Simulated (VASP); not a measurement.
# MnS (P6_3mc) in VASP: further runs, part 2 of 3

VASP 6.6.1.

## 3. Single point, PBE, collinear spin, ferromagnetic start

Contents of INCAR:

```
  ALGO = Normal
  EDIFF = 1E-6
  ENCUT = 680
  GGA = PE
  GGA_COMPAT = False
  ISIF = 2
  ISMEAR = -1
  ISPIN = 2
  LASPH = True
  LCHARG = False
  LMAXMIX = 4
  LORBIT = 11
  LREAL = False
  LWAVE = False
  MAGMOM = 2 2 0 0
  NBANDS = 33
  NELM = 200
  NUPDOWN = 4.0
  PREC = Accurate
  SIGMA = 0.05
```

Contents of KPOINTS:

```
k-points
0
Gamma
  7 7 4
```

Contents of POSCAR:

```
MnS
1.0
    3.9535769233      0.0000000000      0.0000000000
   -1.9767884617      3.4238980514      0.0000000000
    0.0000000000      0.0000000000      6.3425288600
Mn S
2 2
Direct
    0.6666666667      0.3333333333      0.4988446700
    0.3333333333      0.6666666667      0.9988446700
    0.3333333333      0.6666666667      0.6261543000
    0.6666666667      0.3333333333      0.1261543000
```

Potentials or basis: VASP PAW PBE potentials, release 64 (Mn_sv, S).

On the command line:

```bash
$ cat potpaw_PBE.64/Mn_sv/POTCAR potpaw_PBE.64/S/POTCAR > POTCAR
$ mpirun -np 1 vasp_std > vasp.out
```

OUTCAR:

```text
EDIFF = 1E-6
   ENCUT = 680
   GGA = PE
   ISIF = 2
   ISMEAR = -1
   ISPIN = 2
   LASPH = True
   LORBIT = 11
   LREAL = False
   NELM = 200
   NUPDOWN = 4.0
   PREC = Accurate

 ion  position               nearest neighbor table
   1  0.667  0.333  0.499-   4 2.36   3 2.42   3 2.42   3 2.42
   2  0.333  0.667  0.999-   3 2.36   4 2.42   4 2.42   4 2.42
   3  0.333  0.667  0.626-   2 2.36   1 2.42   1 2.42   1 2.42
   4  0.667  0.333  0.126-   1 2.36   2 2.42   2 2.42   2 2.42

  LATTYP: Found a hexagonal cell.
 ALAT       =     3.9535769233
 C/A-ratio  =     1.6042507792

  Lattice vectors:

 A1 = (   3.9535769233,   0.0000000000,   0.0000000000)
 A2 = (  -1.9767884617,   3.4238980514,   0.0000000000)
 A3 = (   0.0000000000,   0.0000000000,   6.3425288600)

Analysis of symmetry for initial positions (statically):
=====================================================================
 Subroutine PRICEL returns:
 Original cell was already a primitive cell.

 Routine SETGRP: Setting up the symmetry group for a
 hexagonal supercell.

 Subroutine GETGRP returns: Found 12 space group operations
 (whereof  6 operations were pure point group operations)
 out of a pool of 24 trial point group operations.

The static configuration has the point symmetry C_3v.
 The point group associated with its full space group is C_6v.

Analysis of symmetry for dynamics (positions and initial velocities):
=====================================================================
 Subroutine PRICEL returns:
 Original cell was already a primitive cell.

 Routine SETGRP: Setting up the symmetry group for a
 hexagonal supercell.

 Subroutine GETGRP returns: Found 12 space group operations
 (whereof  6 operations were pure point group operations)
 out of a pool of 24 trial point group operations.

The dynamic configuration has the point symmetry C_3v.
 The point group associated with its full space group is C_6v.

Analysis of structural, dynamic, and magnetic symmetry:
=====================================================================
 Subroutine PRICEL returns:
 Original cell was already a primitive cell.

 Routine SETGRP: Setting up the symmetry group for a
 hexagonal supercell.

 Subroutine GETGRP returns: Found 12 space group operations
 (whereof  6 operations were pure point group operations)
 out of a pool of 24 trial point group operations.

The overall configuration has the point symmetry C_3v.
 The point group associated with its full space group is C_6v.

 Subroutine INISYM returns: Found 12 space group operations
 (whereof  6 operations are pure point group operations),
 and found     1 'primitive' translations

----------------------------------------------------------------------------------------

                                     Primitive cell

  volume of cell :      85.8566

  direct lattice vectors                    reciprocal lattice vectors
[... 74 lines left out ...]
   total plane-waves  NPLWV =  69984
   dimension x,y,z NGX =    36 NGY =   36 NGZ =   54
   dimension x,y,z NGXF=    72 NGYF=   72 NGZF=  108
   ions per type =               2   2
   NGX,Y,Z   is equivalent  to a cutoff of  15.14, 15.14, 14.15 a.u.
   NGXF,Y,Z  is equivalent  to a cutoff of  30.28, 30.28, 28.31 a.u.
 SYSTEM =  unknown system
   PREC   = accura    normal or accurate (medium, high low for compatibility)
   ISTART =      0    job   : 0-new  1-cont  2-samecut
   ICHARG =      2    charge: 1-file 2-atom 10-const
   ISPIN  =      2    spin polarized calculation?
   LNONCOLLINEAR =      F non collinear calculations
   LSORBIT =      F    spin-orbit coupling
   LASPH  =      T    aspherical Exc in radial PAW
   ENCUT  =  680.0 eV  49.98 Ry    7.07 a.u.   8.41  8.41 13.49*2*pi/ulx,y,z
   NELM   =    200;   NELMIN=  2; NELMDL= -5     # of ELM steps
   EDIFF  = 0.1E-05   stopping-criterion for ELM
   LREAL  =      F    real-space projection
[... 7 lines left out ...]
   TEBEG  =    0.0;   TEEND  =   0.0 temperature during run
   PSTRESS=    0.0 pullay stress
   NELECT =      42.0000    total number of electrons
   NUPDOWN=       4.0000    fix difference up-down
   EMIN   =  10.00;   EMAX   =-10.00  energy-range for DOS
   EFERMI =   0.00;   METHOD = LEGACY
   ISMEAR =    -1;   SIGMA  =   0.05  broadening in eV -4-tet -1-fermi 0-gaus
   EFERMI_NEDOS =   21; number of points for ismear=-14 and -15
   IALGO  =     38    algorithm
   IMIX   =      4    mixing-type and parameters
     AMIX     =   0.40;   BMIX     =  1.00
     AMIX_MAG =   1.60;   BMIX_MAG =  1.00
  volume/ion in A,a.u.               =      21.46       144.85
  Fermi-wavevector in a.u.,A,eV,Ry     =   1.289932  2.437618 22.639063  1.663924
  Thomas-Fermi vector in A             =   2.421794
   LORBIT       =     11    0 simple, 1 ext, 2 COOP (PROOUT), +10 PAW based schemes
   GGA     = PE    functional components
   LHFCALC =     F    Hartree Fock is set to
   AEXX    =    0.0000 exact exchange contribution
   IVDW    =     0    specifies the selected vdW correction
   LEPSILON=     F    determine dielectric tensor
   LRPA    =     F    only Hartree local field effects (RPA)
 spin polarized calculation
  energy-cutoff  :      680.00
  volume of cell :       85.86
 maximum number of plane-waves:      3495
 NGX is ok and might be reduce to    36
   NGX = 17   NGY = 17   NGZ = 27

 number of electron      41.9999986 magnetization       3.9999997

 Free energy of the ion-electron system (eV)
  ---------------------------------------------------
  ext. energy  EPLUGINS =         0.00000000
  ---------------------------------------------------
  free energy    TOTEN  =       -26.04726580 eV

  energy without entropy =      -25.97800485  energy(sigma->0) =      -26.01263533

 E-fermi :   5.5639     XC(G=0):  -9.5555

 val. band max:        5.5592761295   @ k =   0.1429   0.1429   0.5000
 cond. band min:       4.8570248789   @ k =   0.2857   0.2857   0.2500
 fundamental gap:     -0.7022512506
 Fermi energy:         4.7984582779

 spin component 1

 k-point     1 :       0.0000    0.0000    0.0000
  band No.  band energies     occupation
      1     -75.0805      1.00000
      2     -75.0803      1.00000
      3     -43.8606      1.00000
      4     -43.8561      1.00000
      5     -43.8266      1.00000
      6     -43.8266      1.00000
[... 853 lines left out ...]
     32      12.0211      0.00000
     33      13.8073      0.00000
 Fermi energy:         5.5638988532

 spin component 2

 k-point     1 :       0.0000    0.0000    0.0000
  band No.  band energies     occupation
      1     -72.8630      1.00000
      2     -72.8627      1.00000
      3     -41.7111      1.00000
      4     -41.7056      1.00000
      5     -41.6423      1.00000
      6     -41.6423      1.00000
[... 853 lines left out ...]
     32      12.3292      0.00000
     33      14.0667      0.00000

------------------------ aborting loop because EDIFF is reached ----------------------------------------

  FORCE on cell =-STRESS in cart. coord.  units (eV):
  Direction    XX          YY          ZZ          XY          YZ          ZX
  --------------------------------------------------------------------------------------
  -------------------------------------------------------------------------------------
  Total       -8.7609249     -8.7609249     -8.0913384      0.0000000      0.0000000      0.0000000
  in kB     -163.4884477   -163.4884477   -150.9932308      0.0000000      0.0000000      0.0000000
  external PRESSURE =    -159.3233754 kB  Pullay stress =       0.0000000 kB

 VOLUME and BASIS-vectors are now :
 -----------------------------------------------------------------------------
  energy-cutoff  :      680.00
  volume of cell :       85.86
      direct lattice vectors                 reciprocal lattice vectors
     3.953576923  0.000000000  0.000000000     0.252935511  0.146032385  0.000000000
    -1.976788462  3.423898051  0.000000000     0.000000000  0.292064771  0.000000000
     0.000000000  0.000000000  6.342528860     0.000000000  0.000000000  0.157665818

 POSITION                                       TOTAL-FORCE (eV/Angst)
 -----------------------------------------------------------------------------------
      1.97679      1.14130      3.16394         0.000000      0.000000     -0.015961
     -0.00000      2.28260      6.33520        -0.000000     -0.000000     -0.015961
     -0.00000      2.28260      3.97140        -0.000000      0.000000      0.015961
      1.97679      1.14130      0.80014         0.000000     -0.000000      0.015961
 -----------------------------------------------------------------------------------
    total drift:                               -0.000001      0.000001      0.000776

  FREE ENERGIE OF THE ION-ELECTRON SYSTEM (eV)
  ---------------------------------------------------
  free  energy   TOTEN  =       -26.0472658010 eV

  energy  without entropy=      -25.9780048541  energy(sigma->0) =      -26.01263533

 total charge

# of ion       s       p       d       tot
------------------------------------------
    1        2.145   6.007   4.723  12.874
    2        2.145   6.007   4.723  12.874
    3        1.322   2.319   0.000   3.641
    4        1.322   2.319   0.000   3.641
--------------------------------------------------
tot          6.933  16.652   9.446  33.032

 magnetization (x)

# of ion       s       p       d       tot
------------------------------------------
    1        0.015   0.007   1.951   1.972
    2        0.015   0.007   1.951   1.972
    3        0.000  -0.107   0.000  -0.107
    4        0.000  -0.107   0.000  -0.107
--------------------------------------------------
tot          0.030  -0.201   3.902   3.732
```

OSZICAR:

```text
N       E                     dE             d eps       ncg     rms          rms(c)
DAV:   1     0.734610598676E+03    0.73461E+03   -0.24254E+04  3657   0.358E+03
DAV:   2     0.595193360724E+02   -0.67509E+03   -0.64577E+03  3247   0.695E+02
DAV:   3    -0.193327342058E+02   -0.78852E+02   -0.75395E+02  4026   0.244E+02
DAV:   4    -0.274344793992E+02   -0.81017E+01   -0.79041E+01  6088   0.697E+01
DAV:   5    -0.288276630837E+02   -0.13932E+01   -0.13848E+01  5728   0.193E+01    0.163E+01
DAV:   6    -0.303211471909E+02   -0.14935E+01   -0.39132E+01  5008   0.798E+01    0.318E+01
DAV:   7    -0.259776535113E+02    0.43435E+01   -0.12802E+01  5359   0.555E+01    0.614E+00
DAV:   8    -0.260472607239E+02   -0.69607E-01   -0.86203E-01  4592   0.603E+00    0.287E+00
DAV:   9    -0.260494774638E+02   -0.22167E-02   -0.53865E-02  5726   0.202E+00    0.119E+00
DAV:  10    -0.260470583456E+02    0.24191E-02   -0.11412E-02  5055   0.157E+00    0.408E-01
DAV:  11    -0.260471017293E+02   -0.43384E-04   -0.16786E-03  5400   0.397E-01    0.189E-01
DAV:  12    -0.260472038615E+02   -0.10213E-03   -0.19720E-04  4959   0.154E-01    0.128E-01
DAV:  13    -0.260472491156E+02   -0.45254E-04   -0.52942E-05  4901   0.545E-02    0.680E-02
DAV:  14    -0.260472627752E+02   -0.13660E-04   -0.61388E-05  4830   0.607E-02    0.134E-02
DAV:  15    -0.260472650349E+02   -0.22596E-05   -0.43160E-06  3897   0.201E-02    0.631E-03
DAV:  16    -0.260472658010E+02   -0.76619E-06   -0.19582E-06  2697   0.810E-03
   1 F= -.26047266E+02 E0= -.26012635E+02  d E =-.692609E-01  mag=     4.0000
```

Wall time 4.2 min (1 thread of AMD EPYC 7R13 (Zen 3), shared host); peak memory 0.35 GiB.

Results:

* Free energy: -26.0473 eV
* Pressure: -15.9 GPa
* Largest force: 0.016 eV/Å
* Net moment: 4.00 μB per cell
* Site moments: Mn +1.97; S -0.11 μB
* Valence electrons inside the program's atomic spheres: Mn 12.87; S 3.64

Forces in eV/Å, atoms in the order of the input:
```
Mn   0.000  0.000 -0.016
Mn   0.000  0.000 -0.016
S    0.000  0.000  0.016
S    0.000  0.000  0.016
```

Stress tensor (GPa, compression positive):
```
-16.35   0.00   0.00
  0.00 -16.35   0.00
  0.00   0.00 -15.10
```

Caveat: the cell stands under tension; the total moment is fixed, so each spin has its own Fermi level and the state may be an excited one; the run started ferromagnetic, and an antiferromagnetic order may lie lower in energy.

## 4. Single point, PBE

Contents of INCAR:

```
SYSTEM = MnS
  PREC = Accurate
  ENCUT = 520
  EDIFF = 1E-6
  ISMEAR = -1
  SIGMA = 0.05
  LREAL = .False.
  LASPH = .True.
  NELM = 80
  ALGO = Normal
  ISIF = 2
  LWAVE = .False.
  LCHARG = .True.
  GGA = PE
  LELF = .True.
  LVHAR = .True.
  NBANDS = 27
```

Contents of KPOINTS:

```
regular mesh
0
Gamma
  8 8 4
  0 0 0
```

POSCAR is that of step 3.

Potentials or basis: VASP PAW PBE potentials, release 64 (Mn_pv, S).

On the command line:

```bash
$ cat potpaw_PBE.64/Mn_pv/POTCAR potpaw_PBE.64/S/POTCAR > POTCAR
$ mpirun -np 1 vasp_std > vasp.out
```

It took 57 s on 1 thread of Intel Xeon Platinum 8488C (Sapphire Rapids), shared host; peak memory 0.22 GiB.

Results (log left out):

```yaml
Free_energy: -25.0859 eV
Pressure: -19.6 GPa
Largest_force: 0.130 eV/Å
Band_gap_on_the_k_mesh: zero (bands 19 and 20 overlap by 0.94 eV)
```

Forces in eV/Å, atoms in the order of the input:
```
Mn   0.000  0.000  0.130
Mn   0.000  0.000  0.130
S    0.000  0.000 -0.130
S    0.000  0.000 -0.130
```

Stress tensor (GPa, compression positive):
```
-20.24   0.00   0.00
  0.00 -20.24   0.00
  0.00   0.00 -18.42
```

Levels at points of the mesh, in eV from the Fermi level:
| k point | band 15 | band 16 | band 17 | band 18 | band 19 | band 20 | band 21 | band 22 | band 23 | band 24 |
| --- | --- | --- | --- | --- | --- | --- | --- | --- | --- | --- |
| (0.00, 0.00, 0.00) | -0.63 | -0.63 | -0.27 | -0.27 | -0.27 | 1.11 | 1.11 | 1.89 | 2.09 | 2.09 |
| (0.50, 0.00, 0.00) | -0.78 | -0.76 | -0.30 | -0.24 | -0.16 | -0.10 | 0.09 | 0.27 | 1.04 | 1.15 |
| (0.00, 0.00, 0.50) | -0.40 | -0.40 | -0.40 | -0.40 | 0.71 | 0.71 | 1.53 | 1.53 | 1.53 | 1.53 |
| (0.50, 0.00, 0.50) | -0.39 | -0.39 | -0.24 | -0.24 | -0.24 | -0.24 | 0.64 | 0.64 | 0.66 | 0.66 |

Caveat: the cell stands under tension; the run has no spin polarisation, though such a crystal can be magnetic; semilocal functionals often make such compounds metallic where correlation or magnetic order opens a gap, which also shifts bond lengths. With open d or f shells a metallic result of PBE can be an artefact of self-interaction; +U or a hybrid may open a gap.

## 5. Single point, PBE, collinear spin, antiferromagnetic start

Contents of INCAR:

```
SYSTEM = MnS
PREC = Accurate ; ENCUT = 520
EDIFF = 1E-6 ; ISMEAR = -1
SIGMA = 0.05 ; LREAL = .False.
LASPH = .True. ; NELM = 150
ALGO = Normal ; ISIF = 2
LWAVE = .False. ; LCHARG = .True.
ISPIN = 2 ; MAGMOM = 4 -4 0 0
LORBIT = 11 ; LMAXMIX = 4
GGA = PE ; LELF = .True.
LVHAR = .True. ; NBANDS = 31
```

Contents of KPOINTS:

```
Automatic mesh
0
Gamma
  8 8 4
  0 0 0
```

POSCAR is that of step 4.

On the command line:

```bash
$ cat potpaw_PBE.64/Mn_pv/POTCAR potpaw_PBE.64/S/POTCAR > POTCAR
$ mpirun -np 1 vasp_std > vasp.out
```

Wall time 2.2 min (1 thread of Intel Xeon Platinum 8488C (Sapphire Rapids), shared host); peak memory 0.29 GiB.

It converged, with:

| Property | Result |
| --- | --- |
| Free energy | -28.6153 eV |
| Pressure | -0.5 GPa |
| Largest force | 0.163 eV/Å |
| Band gap on the k mesh | 0.82 eV (least direct gap 1.50 eV) |
| Net moment | 0.00 μB per cell |
| Site moments | Mn +4.15, -4.15; S +0.03, -0.03 μB |
| Valence electrons inside the program's atomic spheres | Mn 11.41; S 3.76 |

Forces on the atoms (eV/Å):
```
Mn   0.000  0.000 -0.163
Mn   0.000  0.000 -0.163
S    0.000  0.000  0.163
S    0.000  0.000  0.163
```

Stress tensor (GPa, compression positive):
```
 0.09  0.00  0.00
 0.00  0.09  0.00
 0.00  0.00 -1.54
```

Levels at points of the mesh, in eV from the valence-band top:
Spin up:
| k point | band 15 | band 16 | band 17 | band 18 | band 19 | band 20 | band 21 | band 22 | band 23 | band 24 |
| --- | --- | --- | --- | --- | --- | --- | --- | --- | --- | --- |
| (0.00, 0.00, 0.00) | -2.32 | -2.32 | -0.84 | -0.02 | -0.02 | 1.48 | 1.48 | 1.96 | 2.68 | 3.10 |
| (0.50, 0.00, 0.00) | -2.29 | -2.20 | -2.15 | -1.65 | -0.95 | 1.12 | 1.44 | 1.56 | 1.93 | 2.22 |
| (0.00, 0.00, 0.50) | -2.22 | -2.22 | -0.82 | 0.00 | 0.00 | 1.57 | 1.57 | 2.16 | 2.87 | 2.87 |
| (0.50, 0.00, 0.50) | -2.26 | -2.22 | -2.07 | -0.96 | -0.89 | 1.12 | 1.39 | 1.64 | 1.95 | 2.07 |
Spin down:
```tsv
k point	band 17	band 18	band 19	band 20	band 21	band 22
(0.00, 0.00, 0.00)	-0.84	-0.02	-0.02	1.48	1.48	1.96
(0.50, 0.00, 0.00)	-2.15	-1.65	-0.95	1.12	1.44	1.56
(0.00, 0.00, 0.50)	-0.82	0.00	0.00	1.57	1.57	2.16
(0.50, 0.00, 0.50)	-2.07	-0.96	-0.89	1.12	1.39	1.64
```

Caveat: the antiferromagnetic order is the one typed at the start, and another may lie lower.

(Continued in part 3 of 3.)

The gap in the log of VASP goes by the Fermi energy; the results here count the filled bands.